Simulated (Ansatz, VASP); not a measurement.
# Ge in VASP and in Ansatz

```
Ge
1.0
    -2.42748    2.57820    1.39756
     2.42748   -2.57820    1.39756
     2.42748    2.57820   -1.39756
Ge
2
Direct
  0.18594 0.93594 0.25000
  0.81406 0.06406 0.75000
```

Alike in both runs: task single point; functional LDA; k mesh 11 × 11 × 11; no spin polarisation.

|  | VASP | Ansatz |
| --- | --- | --- |
| version | VASP 6.6.1 | Ansatz 0.2.0 |
| potentials or method | VASP PAW LDA potentials, release 64 (Ge_d), cutoff 520 eV | plane waves, PAW |
| occupations | fermi-dirac, width 0.1 eV | fermi-dirac |
| valence electrons in the cell | 28 | 28 |

```tsv
	VASP	Ansatz	Ansatz less VASP
pressure (GPa)	2.3	2.3	-0.04
traceless stress, the component that is largest in VASP (GPa)	1.21	1.22	+0.001
```

LDA's correlation is that of Perdew and Zunger in VASP and of Perdew and Wang (1992) in Ansatz.
